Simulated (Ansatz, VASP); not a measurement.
# Two plane-wave programs on NaF

```
Na F
1.0
     0.00000    2.32330    2.32330
     2.32330    0.00000    2.32330
     2.32330    2.32330    0.00000
Na F
1 1
Cartesian
  0.0144 0.0144 0.0144
  2.3233 2.3233 2.3233
```

Change from the starting cell: all Na atoms moved +0.025 Å, as atom 1 along Cartesian [1 1 1].

Alike in both runs: task single point; functional PBEsol; k mesh 8 × 8 × 8; occupations gaussian, width 0.05 eV; no spin polarisation.

```csv
,VASP,Ansatz
version,VASP 6.6.1,Ansatz 0.2.0
potentials or method,"VASP PAW PBE potentials, release 64 (Na_pv, F), cutoff 520 eV","scalar-relativistic, plane waves, PAW"
valence electrons in the cell,14,16
```

```csv
,VASP,Ansatz,Ansatz less VASP
gap on the k mesh at the Fermi level (eV),6.12,6.14,+0.021
least direct gap on the mesh (eV),6.12,6.14,+0.021
pressure (GPa),-0.6,-0.5,+0.09
rms of the force components (eV/Å),0.031,0.030,-0.0014
```

VASP's potentials were made for PBE, not for PBEsol. Atom by atom the forces differ by 0.001 eV/Å (rms over components). The functional is the same, so the differences come from potentials, cutoffs and numerics. VASP's potentials hold 14 valence electrons a cell and Ansatz's 16, so a difference there can come from the potentials and not from the codes.
